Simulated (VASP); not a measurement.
# PtSe (F-43m) in VASP: further runs

The runs below take PtSe through single point, with PBE0.

Program: VASP 6.6.1. These are calculated values, not measurements. Logs are shortened: lines on timing, memory, paths and dates and some standing lists are left out, and cuts for length are marked.

## Step 1: The cell of the first run

The structure is cubic, space group F-43m (No. 216). The conventional cell has a = 5.624 Å, b = 5.624 Å, c = 5.624 Å, α = 90.00°, β = 90.00°, γ = 90.00°. Within 3.2 Å of Pt (site symmetry -43m) lie 4 Se at 2.44 Å. Within 3.2 Å of Se (site symmetry -43m) lie 4 Pt at 2.44 Å.

## Step 2: Single point, PBE0

Contents of POSCAR:

```
PtSe
1.0
    0.0000000000      2.8118646425      2.8118646425
    2.8118646425      0.0000000000      2.8118646425
    2.8118646425      2.8118646425      0.0000000000
Pt Se
1 1
Direct
    0.0000000000      0.0000000000      0.0000000000
    0.2500000000      0.2500000000      0.2500000000
```

Contents of INCAR.step1:

```
SYSTEM = PtSe
PREC = Accurate ; ENCUT = 520
EDIFF = 1E-5 ; ISMEAR = -1
SIGMA = 0.05 ; LREAL = .FALSE.
LASPH = .TRUE. ; NELM = 60
ALGO = Normal ; ISIF = 2
LWAVE = .TRUE. ; LCHARG = .FALSE.
NBANDS = 15 ; GGA = PE
```

Contents of INCAR.step2:

```
SYSTEM = PtSe
PREC = Accurate ; ENCUT = 520
EDIFF = 1E-6 ; ISMEAR = -1
SIGMA = 0.05 ; LREAL = .FALSE.
LASPH = .TRUE. ; NELM = 60
ALGO = Normal ; ISIF = 2
LWAVE = .FALSE. ; LCHARG = .FALSE.
GGA = PE ; LHFCALC = .TRUE.
AEXX = 0.25 ; PRECFOCK = Normal
NBANDS = 15 ; ISTART = 1
```

Contents of KPOINTS:

```
regular mesh
0
G
  4 4 4
  0 0 0
```

Potentials or basis: VASP PAW PBE potentials, release 64 (Pt, Se).

The run is started by

```bash
cat potpaw_PBE.64/Pt/POTCAR potpaw_PBE.64/Se/POTCAR > POTCAR
cp INCAR.step1 INCAR
mpirun -np 1 vasp_std > vasp.out
cp INCAR.step2 INCAR
mpirun -np 1 vasp_std > vasp.out
```

OUTCAR:

```text
SYSTEM = PtSe
   PREC = Accurate
   ENCUT = 520
   EDIFF = 1E-6
   ISMEAR = -1
   LREAL = .FALSE.
   LASPH = .TRUE.
   NELM = 60
   ISIF = 2
   GGA = PE
   LHFCALC = .TRUE.
   AEXX = 0.25
   PRECFOCK = Normal
   ISTART = 1

 ion  position               nearest neighbor table
   1  0.000  0.000  0.000-   2 2.44   2 2.44   2 2.44   2 2.44
   2  0.250  0.250  0.250-   1 2.44   1 2.44   1 2.44   1 2.44

  LATTYP: Found a face centered cubic cell.
 ALAT       =     5.6237292850

  Lattice vectors:

 A1 = (   0.0000000000,   2.8118646425,   2.8118646425)
 A2 = (   2.8118646425,   0.0000000000,   2.8118646425)
 A3 = (   2.8118646425,   2.8118646425,   0.0000000000)

Analysis of symmetry for initial positions (statically):
=====================================================================
 Subroutine PRICEL returns:
 Original cell was already a primitive cell.

 Routine SETGRP: Setting up the symmetry group for a
 face centered cubic supercell.

 Subroutine GETGRP returns: Found 24 space group operations
 (whereof 24 operations were pure point group operations)
 out of a pool of 48 trial point group operations.

The static configuration has the point symmetry T_d .

Analysis of symmetry for dynamics (positions and initial velocities):
=====================================================================
 Subroutine PRICEL returns:
 Original cell was already a primitive cell.

 Routine SETGRP: Setting up the symmetry group for a
 face centered cubic supercell.

 Subroutine GETGRP returns: Found 24 space group operations
 (whereof 24 operations were pure point group operations)
 out of a pool of 48 trial point group operations.

The dynamic configuration has the point symmetry T_d .

 Subroutine INISYM returns: Found 24 space group operations
 (whereof 24 operations are pure point group operations),
 and found     1 'primitive' translations

----------------------------------------------------------------------------------------

                                     Primitive cell

  volume of cell :      44.4645

  direct lattice vectors                    reciprocal lattice vectors
     0.000000000  2.811864642  2.811864642    -0.177817948  0.177817948  0.177817948
     2.811864642  0.000000000  2.811864642     0.177817948 -0.177817948  0.177817948
     2.811864642  2.811864642  0.000000000     0.177817948  0.177817948 -0.177817948

  length of vectors
     3.976577113  3.976577113  3.976577113     0.307989720  0.307989720  0.307989720

  position of ions in fractional coordinates (direct lattice)
     0.000000000  0.000000000  0.000000000
     0.250000000  0.250000000  0.250000000

  ion indices of the primitive-cell ions
   primitive index   ion index
                 1           1
                 2           2

----------------------------------------------------------------------------------------

 KPOINTS: regular mesh

Automatic generation of k-mesh.
 Grid dimensions read from file:
 generate k-points for:    4    4    4

 Generating k-lattice:

  Cartesian coordinates                     Fractional coordinates (reciprocal lattice)
    -0.044454487  0.044454487  0.044454487     0.250000000  0.000000000  0.000000000
     0.044454487 -0.044454487  0.044454487     0.000000000  0.250000000  0.000000000
     0.044454487  0.044454487 -0.044454487     0.000000000  0.000000000  0.250000000

  Length of vectors
     0.076997430  0.076997430  0.076997430

  Shift w.r.t. Gamma in fractional coordinates (k-lattice)
     0.000000000  0.000000000  0.000000000

 Subroutine IBZKPT returns following result:
 ===========================================

 Found      8 irreducible k-points:

 Following reciprocal coordinates:
            Coordinates               Weight
  0.000000  0.000000  0.000000      1.000000
  0.250000  0.000000  0.000000      8.000000
  0.500000  0.000000  0.000000      4.000000
  0.250000  0.250000  0.000000      6.000000
  0.500000  0.250000  0.000000     24.000000
 -0.250000  0.250000  0.000000     12.000000
  0.500000  0.500000  0.000000      3.000000
 -0.250000  0.500000  0.250000      6.000000
   k-points           NKPTS =      8   k-points in BZ     NKDIM =     64   number of bands    NBANDS=     15
   number of dos      NEDOS =    301   number of ions     NIONS =      2
   total plane-waves  NPLWV =  27000
   dimension x,y,z NGX =    30 NGY =   30 NGZ =   30
   dimension x,y,z NGXF=    60 NGYF=   60 NGZF=   60
   ions per type =               1   1
   NGX,Y,Z   is equivalent  to a cutoff of  12.54, 12.54, 12.54 a.u.
   NGXF,Y,Z  is equivalent  to a cutoff of  25.08, 25.08, 25.08 a.u.
 SYSTEM =  PtSe
   PREC   = accura    normal or accurate (medium, high low for compatibility)
   ISTART =      1    job   : 0-new  1-cont  2-samecut
   ICHARG =      0    charge: 1-file 2-atom 10-const
   ISPIN  =      1    spin polarized calculation?
   LNONCOLLINEAR =      F non collinear calculations
   LSORBIT =      F    spin-orbit coupling
   LASPH  =      T    aspherical Exc in radial PAW
   ENCUT  =  520.0 eV  38.22 Ry    6.18 a.u.   7.39  7.39  7.39*2*pi/ulx,y,z
   NELM   =     60;   NELMIN=  2; NELMDL=  0     # of ELM steps
   EDIFF  = 0.1E-05   stopping-criterion for ELM
   LREAL  =      F    real-space projection
   EDIFFG = 0.1E-04   stopping-criterion for IOM
   NSW    =      0    number of steps for IOM
   IBRION =     -1    ionic relax: 0-MD 1-quasi-New 2-CG
   NFREE  =      0    steps in history (QN), initial steepest desc. (CG)
   ISIF   =      2    stress and relaxation
   ISYM   =      3    0-nonsym 1-usesym 2-fastsym
   POTIM  = 0.5000    time-step for ionic-motion
   TEBEG  =    0.0;   TEEND  =   0.0 temperature during run
   PSTRESS=    0.0 pullay stress
   NELECT =      16.0000    total number of electrons
   NUPDOWN=      -1.0000    fix difference up-down
   EMIN   =  10.00;   EMAX   =-10.00  energy-range for DOS
   EFERMI =   0.00;   METHOD = LEGACY
   ISMEAR =    -1;   SIGMA  =   0.05  broadening in eV -4-tet -1-fermi 0-gaus
   EFERMI_NEDOS =   21; number of points for ismear=-14 and -15
   IALGO  =     38    algorithm
   IMIX   =      1    mixing-type and parameters
     AMIX     =   0.40;   BMIX     =  1.00
     AMIX_MAG =   1.60;   BMIX_MAG =  1.00
  volume/ion in A,a.u.               =      22.23       150.03
  Fermi-wavevector in a.u.,A,eV,Ry     =   1.164422  2.200439 18.447849  1.355879
  Thomas-Fermi vector in A             =   2.300960
   LORBIT       =      0    0 simple, 1 ext, 2 COOP (PROOUT), +10 PAW based schemes
   GGA     = PE    functional components
   LHFCALC =     T    Hartree Fock is set to
   PRECFOCK=normal    Normal, Fast or Accurate (Low or Medium for compatibility)
   ENCUT4O =  -1.0   cutoff for four orbital integrals eV
   NKREDX  =     1    reduce k-point grid by
   NKREDY  =     1    reduce k-point grid by
   NKREDZ  =     1    reduce k-point grid by
   AEXX    =    0.2500 exact exchange contribution
   HFSCREEN=    0.0000 screening length (either q_TF or 0.3 A-1)
   HFSCREENC=   0.0000 screening length for correlation (either q_TF or 0.3 A-1)
   ENCUTFOCK=  -1.0 apply spherical cutoff to Coloumb kernel
   IVDW    =     0    specifies the selected vdW correction
   LEPSILON=     F    determine dielectric tensor
   LRPA    =     F    only Hartree local field effects (RPA)
 non-spin polarized calculation
  energy-cutoff  :      520.00
  volume of cell :       44.46
 maximum number of plane-waves:      1243
 NGX is ok and might be reduce to    30
  NGX = 24; NGY = 24; NGZ = 24

 number of electron      16.0000001 magnetization

 Free energy of the ion-electron system (eV)
  ---------------------------------------------------
  ext. energy  EPLUGINS =         0.00000000
  ---------------------------------------------------
  free energy    TOTEN  =       -12.30417309 eV

  energy without entropy =      -12.28152213  energy(sigma->0) =      -12.29284761

 E-fermi :   4.7284     XC(G=0):  -8.1086

 val. band max:        4.6840298531   @ k =   0.5000   0.2500   0.0000
 cond. band min:       5.5607269082   @ k =   0.2500   0.2500   0.0000
 fundamental gap:      0.8766970551
 Fermi energy:         4.7284043574

 k-point     1 :       0.0000    0.0000    0.0000
  band No.  band energies     occupation
      1     -11.7816      2.00000
      2      -1.7973      2.00000
      3      -1.7973      2.00000
      4      -1.7973      2.00000
      5       1.0134      2.00000
      6       1.0134      2.00000
      7       7.0760      0.00000
      8       8.4709      0.00000
      9       8.4709      0.00000
     10       8.4709      0.00000
     11      13.0991      0.00000
     12      13.0991      0.00000
     13      13.0991      0.00000
     14      17.6483      0.00000
     15      19.8833      0.00000

 k-point     2 :       0.2500    0.0000    0.0000
  band No.  band energies     occupation
      1     -11.3820      2.00000
      2      -2.1305      2.00000
      3      -1.5745      2.00000
      4      -1.5745      2.00000
      5       1.0111      2.00000
      6       1.0111      2.00000
      7       4.2614      1.99982
      8       7.4410      0.00000
      9       7.4410      0.00000
     10       8.9238      0.00000
     11      12.8668      0.00000
     12      13.9935      0.00000
     13      13.9935      0.00000
     14      17.7745      0.00000
     15      18.4372      0.00000

 k-point     3 :       0.5000    0.0000    0.0000
  band No.  band energies     occupation
      1     -10.9424      2.00000
      2      -2.1293      2.00000
      3      -1.4095      2.00000
      4      -1.4095      2.00000
      5       1.2490      2.00000
      6       1.2490      2.00000
      7       1.7188      2.00000
      8       6.2776      0.00000
      9       6.2776      0.00000
     10       9.1978      0.00000
     11      14.3745      0.00000
     12      14.3745      0.00000
     13      14.8536      0.00000
     14      17.5128      0.00000
     15      20.0571      0.00000

 k-point     4 :       0.2500    0.2500    0.0000
  band No.  band energies     occupation
      1     -11.2465      2.00000
      2      -2.4461      2.00000
      3      -1.3080      2.00000
      4      -1.3080      2.00000
      5       0.6768      2.00000
      6       1.2274      2.00000
      7       5.5607      0.00000
      8       6.0259      0.00000
      9       6.0259      0.00000
     10      10.0094      0.00000
     11      11.3778      0.00000
     12      15.3186      0.00000
     13      15.3186      0.00000
     14      15.8671      0.00000
     15      19.3091      0.00000

 k-point     5 :       0.5000    0.2500    0.0000
  band No.  band energies     occupation
      1     -10.8031      2.00000
      2      -2.3153      2.00000
      3      -1.1654      2.00000
      4      -1.0078      2.00000
      5       0.9830      2.00000
      6       1.3004      2.00000
      7       1.9778      2.00000
      8       4.1378      1.99999
      9       4.6840      1.41674
     10      11.0287      0.00000
     11      12.6415      0.00000
     12      14.8096      0.00000
     13      15.7032      0.00000
     14      18.1653      0.00000
     15      20.1762      0.00000

 k-point     6 :      -0.2500    0.2500    0.0000
  band No.  band energies     occupation
      1     -10.9525      2.00000
      2      -2.0030      2.00000
      3      -1.5781      2.00000
      4      -1.2745      2.00000
      5       0.9156      2.00000
      6       1.2194      2.00000
      7       2.9098      2.00000
      8       3.7258      2.00000
      9       6.5744      0.00000
     10      11.0053      0.00000
     11      12.6477      0.00000
     12      14.2121      0.00000
     13      14.7653      0.00000
     14      18.1342      0.00000
     15      19.4280      0.00000

 k-point     7 :       0.5000    0.5000    0.0000
  band No.  band energies     occupation
      1     -10.6522      2.00000
      2      -2.8365      2.00000
      3      -0.4738      2.00000
      4      -0.4738      2.00000
      5       1.2598      2.00000
      6       1.4572      2.00000
      7       1.7108      2.00000
      8       3.1986      2.00000
      9       3.1986      2.00000
     10      10.7931      0.00000
     11      11.5735      0.00000
     12      16.6930      0.00000
     13      18.4757      0.00000
     14      19.2070      0.00000
     15      19.2070      0.00000

 k-point     8 :      -0.2500    0.5000    0.2500
  band No.  band energies     occupation
      1     -10.6533      2.00000
      2      -1.8128      2.00000
      3      -1.7635      2.00000
      4      -0.4897      2.00000
      5       0.9871      2.00000
      6       1.5472      2.00000
      7       1.6052      2.00000
      8       2.6186      2.00000
      9       4.1392      1.99998
     10      12.7571      0.00000
     11      12.8702      0.00000
     12      14.1439      0.00000
     13      14.8459      0.00000
     14      20.1844      0.00000
     15      20.4929      0.00000

------------------------ aborting loop because EDIFF is reached ----------------------------------------

  FORCE on cell =-STRESS in cart. coord.  units (eV):
  Direction    XX          YY          ZZ          XY          YZ          ZX
  --------------------------------------------------------------------------------------
  -------------------------------------------------------------------------------------
  Total       -0.0806974     -0.0806974     -0.0806974      0.0000000      0.0000000      0.0000000
  in kB       -2.9077491     -2.9077491     -2.9077491      0.0000000      0.0000000      0.0000000
  external PRESSURE =      -2.9077491 kB  Pullay stress =       0.0000000 kB

 VOLUME and BASIS-vectors are now :
 -----------------------------------------------------------------------------
  energy-cutoff  :      520.00
  volume of cell :       44.46
      direct lattice vectors                 reciprocal lattice vectors
     0.000000000  2.811864642  2.811864642    -0.177817948  0.177817948  0.177817948
     2.811864642  0.000000000  2.811864642     0.177817948 -0.177817948  0.177817948
     2.811864642  2.811864642  0.000000000     0.177817948  0.177817948 -0.177817948

 POSITION                                       TOTAL-FORCE (eV/Angst)
 -----------------------------------------------------------------------------------
      0.00000      0.00000      0.00000        -0.000000     -0.000000     -0.000000
      1.40593      1.40593      1.40593         0.000000      0.000000      0.000000
 -----------------------------------------------------------------------------------
    total drift:                               -0.000019     -0.000003     -0.000003

  FREE ENERGIE OF THE ION-ELECTRON SYSTEM (eV)
  ---------------------------------------------------
  free  energy   TOTEN  =       -12.3041730934 eV

  energy  without entropy=      -12.2815221332  energy(sigma->0) =      -12.29284761
```

It took 9.9 min on 1 thread of AMD EPYC 7R13, shared host; peak memory 0.2 GiB.

Results:

```yaml
Free_energy: -12.3042 eV
Pressure: -0.3 GPa
Band_gap_on_the_k_mesh: zero (bands 8 and 9 overlap by 5.27 eV)
```

Caveat: the k points lie up to 0.48 Å⁻¹ apart, too coarse for converged energies and pressures of a metal; the PAW data sets were made with another functional, which shifts forces and pressure a little; spin-orbit coupling is left out, which moves the levels of the heavy elements.

## Step 3: Single point, PBE0

This run uses another cell than the first one, of 28.02 Å³/atom.

Contents of POSCAR:

```
PtSe
1.0
    0.0000000000      3.0374472300      3.0374472300
    3.0374472300      0.0000000000      3.0374472300
    3.0374472300      3.0374472300      0.0000000000
Pt Se
1 1
Direct
    0.0000000000      0.0000000000      0.0000000000
    0.2500000000      0.2500000000      0.2500000000
```

Contents of INCAR.step1:

```
PREC = Accurate ; ENCUT = 520
EDIFF = 1E-5 ; ISMEAR = -1
SIGMA = 0.05 ; LREAL = F
LASPH = T ; NELM = 100
ALGO = Normal ; ISIF = 2
LWAVE = T ; LCHARG = F
GGA = PE ; NBANDS = 15
```

Contents of INCAR.step2:

```
PREC = Accurate ; ENCUT = 520
EDIFF = 1E-7 ; ISMEAR = -1
SIGMA = 0.05 ; LREAL = F
LASPH = T ; NELM = 100
ALGO = Normal ; ISIF = 2
LWAVE = F ; LCHARG = F
GGA = PE ; LHFCALC = T
AEXX = 0.25 ; PRECFOCK = Normal
ISTART = 1 ; NBANDS = 15
```

Contents of KPOINTS:

```
regular mesh
0
Gamma
  4 4 4
```

Potentials or basis: VASP PAW PBE potentials, release 64 (Pt, Se).

The run is started by

```bash
cat potpaw_PBE.64/Pt/POTCAR potpaw_PBE.64/Se/POTCAR > POTCAR
cp INCAR.step1 INCAR
mpirun -np 1 vasp_std > vasp.out
cp INCAR.step2 INCAR
mpirun -np 1 vasp_std > vasp.out
```

It took 13 min on 1 thread of AMD EPYC 7R13, shared host; peak memory 0.19 GiB.

The run converged. Its results:

| Quantity | Value |
| --- | --- |
| Free energy | -11.6391 eV |
| Pressure | -13.9 GPa |
| Band gap on the k mesh | zero (bands 8 and 9 overlap by 3.78 eV) |

Levels at points of the mesh, in eV from the Fermi level:
```tsv
k point	band 3	band 4	band 5	band 6	band 7	band 8	band 9	band 10	band 11	band 12
(0.00, 0.00, 0.00)	-5.24	-5.24	-3.03	-3.03	1.49	2.56	2.56	2.56	7.94	7.94
(0.50, 0.00, 0.00)	-4.95	-4.95	-2.87	-2.87	-2.48	1.11	1.11	3.70	8.85	8.85
(0.50, 0.50, 0.00)	-4.31	-4.31	-2.75	-2.71	-2.58	-1.22	-1.22	5.37	5.84	10.27
```

Caveat: the k points lie up to 0.45 Å⁻¹ apart, too coarse for converged energies and pressures of a metal; the PAW data sets were made with another functional, which shifts forces and pressure a little; spin-orbit coupling is left out, which moves the levels of the heavy elements.

The gap in the log of VASP goes by the Fermi energy; the results here count the filled bands.